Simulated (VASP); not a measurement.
# Si3Bi2TeSe2 (P-3m1) in VASP: a series of runs, part 2 of 2

VASP 6.6.1.

### Step 3. Single point, PBE

This run uses another cell than the first one, of 28.01 Å³/atom, 1.029 times its volume.

The input, INCAR:

```
  PREC = Accurate
  ENCUT = 500
  EDIFF = 1E-6
  ISMEAR = 0
  SIGMA = 0.15
  LREAL = F
  LASPH = T
  NELM = 120
  ALGO = Normal
  ISIF = 2
  LWAVE = F
  LCHARG = F
  GGA = PE
  NBANDS = 40
  GGA_COMPAT = F
```

The input, KPOINTS:

```
regular mesh
0
Gamma
  3 3 2
```

The input, POSCAR:

```
Si3Bi2TeSe2
1.0
    5.3630637027      0.0000000000      0.0000000000
   -2.6815318513      4.6445494086      0.0000000000
    0.0000000000      0.0000000000      8.9944201357
Si Bi Te Se
3 2 1 2
Direct
    0.5000000000      0.0000000000      0.0000000000
    0.0000000000      0.5000000000      0.0000000000
    0.5000000000      0.5000000000      0.0000000000
    0.3333333333      0.6666666667      0.4410869514
    0.6666666667      0.3333333333      0.5589130486
    0.0000000000      0.0000000000      0.0000000000
    0.0000000000      0.0000000000      0.3129002363
    0.0000000000      0.0000000000      0.6870997637
```

Potentials or basis: VASP PAW PBE potentials, release 64 (Si, Bi_d, Te, Se).

Run with:

```console
$ cat potpaw_PBE.64/Si/POTCAR potpaw_PBE.64/Bi_d/POTCAR potpaw_PBE.64/Te/POTCAR potpaw_PBE.64/Se/POTCAR > POTCAR
$ mpirun -np 1 vasp_std > vasp.out
```

OUTCAR:

```text
PREC = Accurate
   ENCUT = 500
   EDIFF = 1E-6
   ISMEAR = 0
   LREAL = F
   LASPH = T
   NELM = 120
   ISIF = 2
   GGA = PE

 ion  position               nearest neighbor table
   1  0.500  0.000  0.000-   3 2.68   3 2.68   2 2.68   2 2.68   6 2.68   6 2.68
   2  0.000  0.500  0.000-   6 2.68   6 2.68   1 2.68   1 2.68   3 2.68   3 2.68
   3  0.500  0.500  0.000-   1 2.68   1 2.68   6 2.68   6 2.68   2 2.68   2 2.68
   4  0.333  0.667  0.441-   5 3.27   5 3.27   5 3.27   7 3.30   7 3.30   7 3.30
   5  0.667  0.333  0.559-   4 3.27   4 3.27   4 3.27   8 3.30   8 3.30   8 3.30
   6  0.000  0.000  0.000-   2 2.68   2 2.68   3 2.68   3 2.68   1 2.68   1 2.68   8 2.81   7 2.81

   7  0.000  0.000  0.313-   6 2.81   4 3.30   4 3.30   4 3.30
   8  0.000  0.000  0.687-   6 2.81   5 3.30   5 3.30   5 3.30

  LATTYP: Found a hexagonal cell.
 ALAT       =     5.3630637027
 C/A-ratio  =     1.6771048480

  Lattice vectors:

 A1 = (   5.3630637027,   0.0000000000,   0.0000000000)
 A2 = (  -2.6815318513,   4.6445494086,   0.0000000000)
 A3 = (   0.0000000000,   0.0000000000,   8.9944201357)

Analysis of symmetry for initial positions (statically):
=====================================================================
 Subroutine PRICEL returns:
 Original cell was already a primitive cell.

 Routine SETGRP: Setting up the symmetry group for a
 hexagonal supercell.

 Subroutine GETGRP returns: Found 12 space group operations
 (whereof 12 operations were pure point group operations)
 out of a pool of 24 trial point group operations.

The static configuration has the point symmetry D_3d.

Analysis of symmetry for dynamics (positions and initial velocities):
=====================================================================
 Subroutine PRICEL returns:
 Original cell was already a primitive cell.
[... 123 lines left out ...]
  Fermi-wavevector in a.u.,A,eV,Ry     =   1.055234  1.994103 15.150336  1.113518
  Thomas-Fermi vector in A             =   2.190424
   LORBIT       =      0    0 simple, 1 ext, 2 COOP (PROOUT), +10 PAW based schemes
   GGA     = PE    functional components
   LHFCALC =     F    Hartree Fock is set to
   AEXX    =    0.0000 exact exchange contribution
   IVDW    =     0    specifies the selected vdW correction
   LEPSILON=     F    determine dielectric tensor
   LRPA    =     F    only Hartree local field effects (RPA)
 non-spin polarized calculation
 Gauss-broadening in eV      SIGMA  =   0.15
  energy-cutoff  :      500.00
  volume of cell :      224.04
 maximum number of plane-waves:      5700
 NGX is ok and might be reduce to    40
   NGX = 19   NGY = 19   NGZ = 33

 number of electron      60.0000008 magnetization

 Free energy of the ion-electron system (eV)
  ---------------------------------------------------
  ext. energy  EPLUGINS =         0.00000000
  ---------------------------------------------------
  free energy    TOTEN  =       -28.98950809 eV

  energy without entropy =      -28.92734639  energy(sigma->0) =      -28.95842724

 E-fermi :   5.2595     XC(G=0):  -9.2326

 val. band max:        5.2254975878   @ k =   0.0000   0.0000   0.5000
 cond. band min:       5.2691983546   @ k =   0.3333   0.0000   0.5000
 fundamental gap:      0.0437007668
 Fermi energy:         5.2595173232

 k-point     1 :       0.0000    0.0000    0.0000
  band No.  band energies     occupation
      1     -17.8291      2.00000
      2     -17.8291      2.00000
      3     -17.7997      2.00000
      4     -17.7942      2.00000
      5     -17.7942      2.00000
      6     -17.7808      2.00000
[... 247 lines left out ...]
     39       8.1886      0.00000
     40       8.1926      0.00000

------------------------ aborting loop because EDIFF is reached ----------------------------------------

  FORCE on cell =-STRESS in cart. coord.  units (eV):
  Direction    XX          YY          ZZ          XY          YZ          ZX
  --------------------------------------------------------------------------------------
  -------------------------------------------------------------------------------------
  Total       -0.8625777     -0.8625777      0.6880389     -0.0000000     -0.0000000      0.0000000
  in kB       -6.1684933     -6.1684933      4.9203258     -0.0000000     -0.0000000      0.0000000
  external PRESSURE =      -2.4722203 kB  Pullay stress =       0.0000000 kB

 VOLUME and BASIS-vectors are now :
 -----------------------------------------------------------------------------
  energy-cutoff  :      500.00
  volume of cell :      224.04
      direct lattice vectors                 reciprocal lattice vectors
     5.363063703  0.000000000  0.000000000     0.186460586  0.107653069  0.000000000
    -2.681531851  4.644549409  0.000000000     0.000000000  0.215306139  0.000000000
     0.000000000  0.000000000  8.994420136     0.000000000  0.000000000  0.111180041

 POSITION                                       TOTAL-FORCE (eV/Angst)
 -----------------------------------------------------------------------------------
      2.68153      0.00000      0.00000        -0.000000      0.000000      0.000000
     -1.34077      2.32227      0.00000        -0.000000      0.000000      0.000000
      1.34077      2.32227      0.00000        -0.000000      0.000000      0.000000
     -0.00000      3.09637      3.96732        -0.000000      0.000000     -0.079324
      2.68153      1.54818      5.02710         0.000000      0.000000      0.079324
      0.00000      0.00000      0.00000        -0.000000      0.000000      0.000000
      0.00000      0.00000      2.81436         0.000000      0.000000     -0.016192
      0.00000      0.00000      6.18006        -0.000000      0.000000      0.016192
 -----------------------------------------------------------------------------------
    total drift:                               -0.000000      0.000000     -0.000000

  FREE ENERGIE OF THE ION-ELECTRON SYSTEM (eV)
  ---------------------------------------------------
  free  energy   TOTEN  =       -28.9895080946 eV

  energy  without entropy=      -28.9273463903  energy(sigma->0) =      -28.95842724
```

stdout:

```text
POSCAR found type information on POSCAR SiBiTeSe
 POSCAR found :  4 types and       8 ions
 scaLAPACK will be used
 LDA part: xc-table for (Slater+PW92), standard interpolation
 POSCAR, INCAR and KPOINTS ok, starting setup
 FFT: planning ... GRIDC
 FFT: planning ... GRID_SOFT
 FFT: planning ... GRID
 WAVECAR not read
 entering main loop
```

It used 60 s of CPU time on 1 thread of Intel Xeon 6975P-C (shared host).

Results:

| Quantity | Value |
| --- | --- |
| Free energy | -28.9895 eV |
| Pressure | -0.2 GPa |
| Largest force | 0.079 eV/Å |
| Band gap on the k mesh | zero (band 30 reaches 5.93 eV, above the bottom of band 31 at 4.52 eV) |

Forces on the atoms (eV/Å):
```
Si   0.000  0.000  0.000
Si   0.000  0.000  0.000
Si   0.000  0.000  0.000
Bi   0.000  0.000 -0.079
Bi   0.000  0.000  0.079
Te   0.000  0.000  0.000
Se   0.000  0.000 -0.016
Se   0.000  0.000  0.016
```

Stress tensor (GPa, compression positive):
```
-0.62  0.00  0.00
 0.00 -0.62  0.00
 0.00  0.00  0.49
```

Caveat: the k points lie up to 0.45 Å⁻¹ apart; spin-orbit coupling is left out, which moves the levels of the heavy elements.
